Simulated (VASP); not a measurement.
# SeF (Fm-3m) in VASP: a series of runs

The runs below take SeF through single point, with PBE.

All numbers are computed with VASP 6.6.1; they aren't measurements. Logs are shortened: lines on timing, memory, paths and dates and some standing lists are left out, and cuts for length are marked.

**1. The cell of the first run**

Symmetry: Fm-3m, No. 225, cubic system. The conventional cell has a = 5.201 Å, b = 5.201 Å, c = 5.201 Å, α = 90.00°, β = 90.00°, γ = 90.00°. Within 3.4 Å of F (site symmetry m-3m) lie 6 Se at 2.60 Å. Se (site symmetry m-3m) has 6 F at 2.60 Å within 3.4 Å.

**2. Single point, PBE**

INCAR reads:

```
SYSTEM = SeF
PREC = Accurate
ENCUT = 600
EDIFF = 1E-6
ISMEAR = -1
SIGMA = 0.0132
LREAL = .FALSE.
LASPH = .TRUE.
NELM = 120
ALGO = Normal
ISIF = 2
LWAVE = .FALSE.
LCHARG = .TRUE.
GGA = PE
LELF = .TRUE.
LVHAR = .TRUE.
NBANDS = 14
GGA_COMPAT = .FALSE.
```

KPOINTS reads:

```
regular mesh
0
G
  6 6 6
  0 0 0
```

POSCAR reads:

```
SeF
1.0
    0.0000000000      2.6003714401      2.6003714401
    2.6003714401      0.0000000000      2.6003714401
    2.6003714401      2.6003714401      0.0000000000
F Se
1 1
Direct
    0.0000000000      0.0000000000      0.0000000000
    0.5000000000      0.5000000000      0.5000000000
```

Potentials or basis: VASP PAW PBE potentials, release 64 (F, Se).

Started as:

```
$ cat potpaw_PBE.64/F/POTCAR potpaw_PBE.64/Se/POTCAR > POTCAR
$ mpirun -np 1 vasp_std > vasp.out
```

OUTCAR:

```text
SYSTEM = SeF
   PREC = Accurate
   ENCUT = 600
   EDIFF = 1E-6
   ISMEAR = -1
   LREAL = .FALSE.
   LASPH = .TRUE.
   NELM = 120
   ISIF = 2
   GGA = PE

 ion  position               nearest neighbor table
   1  0.000  0.000  0.000-
   2  0.500  0.500  0.500-

  LATTYP: Found a face centered cubic cell.
 ALAT       =     5.2007428802

  Lattice vectors:

 A1 = (   0.0000000000,   2.6003714401,   2.6003714401)
 A2 = (   2.6003714401,   0.0000000000,   2.6003714401)
 A3 = (   2.6003714401,   2.6003714401,   0.0000000000)

Analysis of symmetry for initial positions (statically):
=====================================================================
 Subroutine PRICEL returns:
 Original cell was already a primitive cell.

 Routine SETGRP: Setting up the symmetry group for a
 face centered cubic supercell.

 Subroutine GETGRP returns: Found 48 space group operations
 (whereof 48 operations were pure point group operations)
 out of a pool of 48 trial point group operations.

The static configuration has the point symmetry O_h .

Analysis of symmetry for dynamics (positions and initial velocities):
=====================================================================
 Subroutine PRICEL returns:
 Original cell was already a primitive cell.

 Routine SETGRP: Setting up the symmetry group for a
 face centered cubic supercell.

 Subroutine GETGRP returns: Found 48 space group operations
 (whereof 48 operations were pure point group operations)
 out of a pool of 48 trial point group operations.

The dynamic configuration has the point symmetry O_h .

 Subroutine INISYM returns: Found 48 space group operations
 (whereof 48 operations are pure point group operations),
 and found     1 'primitive' translations

----------------------------------------------------------------------------------------

                                     Primitive cell

  volume of cell :      35.1671

  direct lattice vectors                    reciprocal lattice vectors
     0.000000000  2.600371440  2.600371440    -0.192280223  0.192280223  0.192280223
     2.600371440  0.000000000  2.600371440     0.192280223 -0.192280223  0.192280223
     2.600371440  2.600371440  0.000000000     0.192280223  0.192280223 -0.192280223

  length of vectors
     3.677480558  3.677480558  3.677480558     0.333039115  0.333039115  0.333039115

  position of ions in fractional coordinates (direct lattice)
     0.000000000  0.000000000  0.000000000
     0.500000000  0.500000000  0.500000000

  ion indices of the primitive-cell ions
   primitive index   ion index
                 1           1
                 2           2

----------------------------------------------------------------------------------------

 KPOINTS: regular mesh

Automatic generation of k-mesh.
 Grid dimensions read from file:
 generate k-points for:    6    6    6

 Generating k-lattice:

  Cartesian coordinates                     Fractional coordinates (reciprocal lattice)
    -0.032046704  0.032046704  0.032046704     0.166666667  0.000000000  0.000000000
     0.032046704 -0.032046704  0.032046704     0.000000000  0.166666667  0.000000000
     0.032046704  0.032046704 -0.032046704     0.000000000  0.000000000  0.166666667

  Length of vectors
     0.055506519  0.055506519  0.055506519

  Shift w.r.t. Gamma in fractional coordinates (k-lattice)
     0.000000000  0.000000000  0.000000000

 Subroutine IBZKPT returns following result:
 ===========================================

 Found     16 irreducible k-points:

 Following reciprocal coordinates:
            Coordinates               Weight
  0.000000  0.000000  0.000000      1.000000
  0.166667  0.000000  0.000000      8.000000
  0.333333  0.000000  0.000000      8.000000
  0.500000  0.000000  0.000000      4.000000
  0.166667  0.166667  0.000000      6.000000
  0.333333  0.166667  0.000000     24.000000
[... 8 lines left out ...]
 -0.333333  0.333333  0.166667     24.000000
 -0.333333  0.500000  0.166667     12.000000
   k-points           NKPTS =     16   k-points in BZ     NKDIM =     16   number of bands    NBANDS=     14
   number of dos      NEDOS =    301   number of ions     NIONS =      2
   total plane-waves  NPLWV =  27000
   dimension x,y,z NGX =    30 NGY =   30 NGZ =   30
   dimension x,y,z NGXF=    60 NGYF=   60 NGZF=   60
   ions per type =               1   1
   NGX,Y,Z   is equivalent  to a cutoff of  13.56, 13.56, 13.56 a.u.
   NGXF,Y,Z  is equivalent  to a cutoff of  27.12, 27.12, 27.12 a.u.
 SYSTEM =  SeF
   PREC   = accura    normal or accurate (medium, high low for compatibility)
   ISTART =      0    job   : 0-new  1-cont  2-samecut
   ICHARG =      2    charge: 1-file 2-atom 10-const
   ISPIN  =      1    spin polarized calculation?
   LNONCOLLINEAR =      F non collinear calculations
   LSORBIT =      F    spin-orbit coupling
   LASPH  =      T    aspherical Exc in radial PAW
   ENCUT  =  600.0 eV  44.10 Ry    6.64 a.u.   7.34  7.34  7.34*2*pi/ulx,y,z
   NELM   =    120;   NELMIN=  2; NELMDL= -5     # of ELM steps
   EDIFF  = 0.1E-05   stopping-criterion for ELM
   LREAL  =      F    real-space projection
   EDIFFG = 0.1E-04   stopping-criterion for IOM
   NSW    =      0    number of steps for IOM
   IBRION =     -1    ionic relax: 0-MD 1-quasi-New 2-CG
   NFREE  =      0    steps in history (QN), initial steepest desc. (CG)
   ISIF   =      2    stress and relaxation
   ISYM   =      2    0-nonsym 1-usesym 2-fastsym
   POTIM  = 0.5000    time-step for ionic-motion
   TEBEG  =    0.0;   TEEND  =   0.0 temperature during run
   PSTRESS=    0.0 pullay stress
   NELECT =      13.0000    total number of electrons
   NUPDOWN=      -1.0000    fix difference up-down
   EMIN   =  10.00;   EMAX   =-10.00  energy-range for DOS
   EFERMI =   0.00;   METHOD = LEGACY
   ISMEAR =    -1;   SIGMA  =   0.01  broadening in eV -4-tet -1-fermi 0-gaus
   EFERMI_NEDOS =   21; number of points for ismear=-14 and -15
   IALGO  =     38    algorithm
   IMIX   =      4    mixing-type and parameters
     AMIX     =   0.40;   BMIX     =  1.00
     AMIX_MAG =   1.60;   BMIX_MAG =  1.00
  volume/ion in A,a.u.               =      17.58       118.66
  Fermi-wavevector in a.u.,A,eV,Ry     =   1.174926  2.220288 18.782182  1.380451
  Thomas-Fermi vector in A             =   2.311315
   LORBIT       =      0    0 simple, 1 ext, 2 COOP (PROOUT), +10 PAW based schemes
   GGA     = PE    functional components
   LHFCALC =     F    Hartree Fock is set to
   AEXX    =    0.0000 exact exchange contribution
   IVDW    =     0    specifies the selected vdW correction
   LEPSILON=     F    determine dielectric tensor
   LRPA    =     F    only Hartree local field effects (RPA)
 non-spin polarized calculation
  energy-cutoff  :      600.00
  volume of cell :       35.17
 maximum number of plane-waves:      1211
 NGX is ok and might be reduce to    30
   NGX = 15   NGY = 15   NGZ = 15

 number of electron      13.0000006 magnetization

 Free energy of the ion-electron system (eV)
  ---------------------------------------------------
  ext. energy  EPLUGINS =         0.00000000
  ---------------------------------------------------
  free energy    TOTEN  =        -4.55175806 eV

  energy without entropy =       -4.54409587  energy(sigma->0) =       -4.54792696

 E-fermi :   2.3950     XC(G=0):  -9.6736

 val. band max:        2.3916141006   @ k =  -0.3333   0.5000   0.1667
 cond. band min:       2.4104386526   @ k =   0.3333   0.0000   0.0000
 fundamental gap:      0.0188245520
 Fermi energy:         2.3949811610

 k-point     1 :       0.0000    0.0000    0.0000
  band No.  band energies     occupation
      1     -20.7151      2.00000
      2     -10.4160      2.00000
      3      -2.1328      2.00000
      4      -2.1328      2.00000
      5      -2.1328      2.00000
      6       3.3789      0.00000
      7       3.3789      0.00000
      8       3.3789      0.00000
      9      10.9980      0.00000
     10      12.3862      0.00000
     11      12.3862      0.00000
     12      12.3862      0.00000
     13      15.5898      0.00000
     14      15.5898      0.00000

 k-point     2 :       0.1667    0.0000    0.0000
  band No.  band energies     occupation
      1     -20.6739      2.00000
      2     -10.4118      2.00000
      3      -2.1061      2.00000
      4      -2.1061      2.00000
      5      -2.0472      2.00000
      6       2.2787      1.99970
      7       3.0376      0.00000
      8       3.0376      0.00000
      9      11.2291      0.00000
     10      12.7425      0.00000
     11      12.9848      0.00000
     12      12.9848      0.00000
     13      16.0181      0.00000
     14      16.0181      0.00000

 k-point     3 :       0.3333    0.0000    0.0000
  band No.  band energies     occupation
      1     -20.5902      2.00000
      2     -10.3983      2.00000
      3      -2.0396      2.00000
      4      -2.0396      2.00000
      5      -1.7712      2.00000
      6       0.4980      2.00000
      7       2.4104      0.47334
      8       2.4104      0.47333
      9      10.6239      0.00000
     10      14.1046      0.00000
     11      14.1046      0.00000
     12      15.4146      0.00000
     13      17.4819      0.00000
     14      17.4819      0.00000
[... 188 lines left out ...]
 k-point    15 :      -0.3333    0.3333    0.1667
  band No.  band energies     occupation
      1     -20.5187      2.00000
      2     -10.0257      2.00000
      3      -3.2599      2.00000
      4      -3.0955      2.00000
      5      -1.7460      2.00000
      6       1.0563      2.00000
      7       2.4268      0.16477
      8       2.4285      0.14680
      9      11.8901      0.00000
     10      12.4658      0.00000
     11      15.1529      0.00000
     12      16.8990      0.00000
     13      17.9278      0.00000
     14      20.9043      0.00000

 k-point    16 :      -0.3333    0.5000    0.1667
  band No.  band energies     occupation
      1     -20.5103      2.00000
      2      -9.8458      2.00000
      3      -3.8244      2.00000
      4      -3.1928      2.00000
      5      -2.0827      2.00000
      6       1.8904      2.00000
      7       2.3916      1.12685
      8       2.6629      0.00000
      9      10.3442      0.00000
     10      13.8772      0.00000
     11      14.3280      0.00000
     12      17.4670      0.00000
     13      20.3239      0.00000
     14      21.2783      0.00000

------------------------ aborting loop because EDIFF is reached ----------------------------------------

  FORCE on cell =-STRESS in cart. coord.  units (eV):
  Direction    XX          YY          ZZ          XY          YZ          ZX
  --------------------------------------------------------------------------------------
  -------------------------------------------------------------------------------------
  Total       -0.0395896     -0.0395896     -0.0395896     -0.0000000     -0.0000000     -0.0000000
  in kB       -1.8036644     -1.8036644     -1.8036644     -0.0000000     -0.0000000     -0.0000000
  external PRESSURE =      -1.8036644 kB  Pullay stress =       0.0000000 kB

 VOLUME and BASIS-vectors are now :
 -----------------------------------------------------------------------------
  energy-cutoff  :      600.00
  volume of cell :       35.17
      direct lattice vectors                 reciprocal lattice vectors
     0.000000000  2.600371440  2.600371440    -0.192280223  0.192280223  0.192280223
     2.600371440  0.000000000  2.600371440     0.192280223 -0.192280223  0.192280223
     2.600371440  2.600371440  0.000000000     0.192280223  0.192280223 -0.192280223

 POSITION                                       TOTAL-FORCE (eV/Angst)
 -----------------------------------------------------------------------------------
      0.00000      0.00000      0.00000         0.000000      0.000000     -0.000000
      2.60037      2.60037      2.60037         0.000000      0.000000      0.000000
 -----------------------------------------------------------------------------------
    total drift:                               -0.000000      0.000000      0.000000

  FREE ENERGIE OF THE ION-ELECTRON SYSTEM (eV)
  ---------------------------------------------------
  free  energy   TOTEN  =        -4.5517580554 eV

  energy  without entropy=       -4.5440958734  energy(sigma->0) =       -4.54792696
```

It took 12 s on 1 thread of Intel Xeon Platinum 8259CL at 2.50GHz (Skylake/Cascade Lake), shared host; peak memory 0.16 GiB.

Results:

```yaml
Free_energy: -4.5518 eV
Pressure: -0.2 GPa
Band_gap_on_the_k_mesh: zero (an odd number of electrons rules out a gap without spin polarisation)
```

Caveat: an odd number of electrons without spin polarisation forces a metal; a magnetic or distorted state may lie lower.

**3. Single point, PBE**

INCAR reads:

```
ALGO = Normal ; EDIFF = 1E-6
ENCUT = 600 ; GGA = PE
GGA_COMPAT = F ; ISIF = 2
ISMEAR = -1 ; LASPH = T
LCHARG = F ; LREAL = F
LWAVE = F ; NBANDS = 14
NELM = 120 ; PREC = Accurate
SIGMA = 0.0132
```

KPOINTS reads:

```
k-points
0
Gamma
  6 6 6
```

POSCAR reads:

```
SeF
1.0
    0.0000000000      2.6007240397      2.6007240397
    2.6007240397      0.0000000000      2.6007240397
    2.6007240397      2.6007240397      0.0000000000
F Se
1 1
Direct
    0.0000000000      0.0000000000      0.0000000000
    0.5000000000      0.5000000000      0.5000000000
```

Potentials or basis: VASP PAW PBE potentials, release 64 (F, Se).

Started as:

```
$ cat potpaw_PBE.64/F/POTCAR potpaw_PBE.64/Se/POTCAR > POTCAR
$ mpirun -np 1 vasp_std > vasp.out
```

OUTCAR:

```text
EDIFF = 1E-6
   ENCUT = 600
   GGA = PE
   ISIF = 2
   ISMEAR = -1
   LASPH = T
   LREAL = F
   NELM = 120
   PREC = Accurate

 ion  position               nearest neighbor table
   1  0.000  0.000  0.000-
   2  0.500  0.500  0.500-

  LATTYP: Found a face centered cubic cell.
 ALAT       =     5.2014480794

  Lattice vectors:

 A1 = (   0.0000000000,   2.6007240397,   2.6007240397)
 A2 = (   2.6007240397,   0.0000000000,   2.6007240397)
 A3 = (   2.6007240397,   2.6007240397,   0.0000000000)

Analysis of symmetry for initial positions (statically):
=====================================================================
 Subroutine PRICEL returns:
 Original cell was already a primitive cell.

 Routine SETGRP: Setting up the symmetry group for a
 face centered cubic supercell.

 Subroutine GETGRP returns: Found 48 space group operations
 (whereof 48 operations were pure point group operations)
 out of a pool of 48 trial point group operations.

[... 162 lines left out ...]
      1     -20.7169      2.00000
      2     -10.4195      2.00000
      3      -2.1350      2.00000
      4      -2.1350      2.00000
      5      -2.1350      2.00000
      6       3.3737      0.00000
      7       3.3737      0.00000
      8       3.3737      0.00000
      9      10.9909      0.00000
     10      12.3823      0.00000
     11      12.3823      0.00000
     12      12.3823      0.00000
     13      15.5848      0.00000
     14      15.5848      0.00000
[... 241 lines left out ...]
      1     -20.5125      2.00000
      2      -9.8496      2.00000
      3      -3.8255      2.00000
      4      -3.1943      2.00000
      5      -2.0849      2.00000
      6       1.8862      2.00000
      7       2.3872      1.12491
      8       2.6583      0.00000
      9      10.3405      0.00000
     10      13.8711      0.00000
     11      14.3224      0.00000
     12      17.4604      0.00000
     13      20.3169      0.00000
     14      21.2708      0.00000

------------------------ aborting loop because EDIFF is reached ----------------------------------------

  FORCE on cell =-STRESS in cart. coord.  units (eV):
  Direction    XX          YY          ZZ          XY          YZ          ZX
  --------------------------------------------------------------------------------------
  -------------------------------------------------------------------------------------
  Total       -0.0448946     -0.0448946     -0.0448946     -0.0000000     -0.0000000      0.0000000
  in kB       -2.0445241     -2.0445241     -2.0445241     -0.0000000     -0.0000000      0.0000000
  external PRESSURE =      -2.0445241 kB  Pullay stress =       0.0000000 kB

 VOLUME and BASIS-vectors are now :
 -----------------------------------------------------------------------------
  energy-cutoff  :      600.00
  volume of cell :       35.18
      direct lattice vectors                 reciprocal lattice vectors
     0.000000000  2.600724040  2.600724040    -0.192254154  0.192254154  0.192254154
     2.600724040  0.000000000  2.600724040     0.192254154 -0.192254154  0.192254154
     2.600724040  2.600724040  0.000000000     0.192254154  0.192254154 -0.192254154

 POSITION                                       TOTAL-FORCE (eV/Angst)
 -----------------------------------------------------------------------------------
      0.00000      0.00000      0.00000         0.000000      0.000000      0.000000
      2.60072      2.60072      2.60072        -0.000000     -0.000000     -0.000000
 -----------------------------------------------------------------------------------
    total drift:                               -0.000000      0.000000      0.000000

  FREE ENERGIE OF THE ION-ELECTRON SYSTEM (eV)
  ---------------------------------------------------
  free  energy   TOTEN  =        -4.5517393355 eV

  energy  without entropy=       -4.5440773994  energy(sigma->0) =       -4.54790837
```

OSZICAR:

```text
N       E                     dE             d eps       ncg     rms          rms(c)
DAV:   1     0.520926105147E+02    0.52093E+02   -0.61780E+03   448   0.873E+02
DAV:   2    -0.360295214531E+01   -0.55696E+02   -0.53091E+02   606   0.173E+02
DAV:   3    -0.560561200124E+01   -0.20027E+01   -0.19896E+01   502   0.310E+01
DAV:   4    -0.561109013605E+01   -0.54781E-02   -0.54777E-02   526   0.187E+00
DAV:   5    -0.561110704589E+01   -0.16910E-04   -0.16910E-04   526   0.102E-01    0.676E+00
DAV:   6    -0.520032528447E+01    0.41078E+00   -0.12838E+01   454   0.199E+01    0.731E+00
DAV:   7    -0.457496408342E+01    0.62536E+00   -0.51354E+00   478   0.103E+01    0.158E+00
DAV:   8    -0.459990664310E+01   -0.24943E-01   -0.71731E-01   512   0.348E+00    0.179E+00
DAV:   9    -0.456885837876E+01    0.31048E-01   -0.52898E-01   466   0.307E+00    0.120E+00
DAV:  10    -0.455360245243E+01    0.15256E-01   -0.14295E-01   540   0.142E+00    0.458E-01
DAV:  11    -0.455185300437E+01    0.17494E-02   -0.11418E-02   472   0.498E-01    0.105E-01
DAV:  12    -0.455191522887E+01   -0.62224E-04   -0.21500E-03   538   0.198E-01    0.135E-01
DAV:  13    -0.455175905230E+01    0.15618E-03   -0.28861E-04   528   0.811E-02    0.456E-02
DAV:  14    -0.455173984195E+01    0.19210E-04   -0.76586E-05   472   0.432E-02    0.527E-03
DAV:  15    -0.455173933551E+01    0.50643E-06   -0.18724E-06   404   0.968E-03
   1 F= -.45517393E+01 E0= -.45479084E+01  d E =-.766194E-02
```

Wall time 12 s (1 thread of Intel Xeon Platinum 8259CL at 2.50GHz (Skylake/Cascade Lake), shared host); peak memory 0.16 GiB.

Results:

| Quantity | Value |
| --- | --- |
| Free energy | -4.5517 eV |
| Pressure | -0.2 GPa |
| Band gap on the k mesh | zero (an odd number of electrons rules out a gap without spin polarisation) |

Caveat: an odd number of electrons without spin polarisation forces a metal; a magnetic or distorted state may lie lower.

(Part 1 of 2 ends here.)
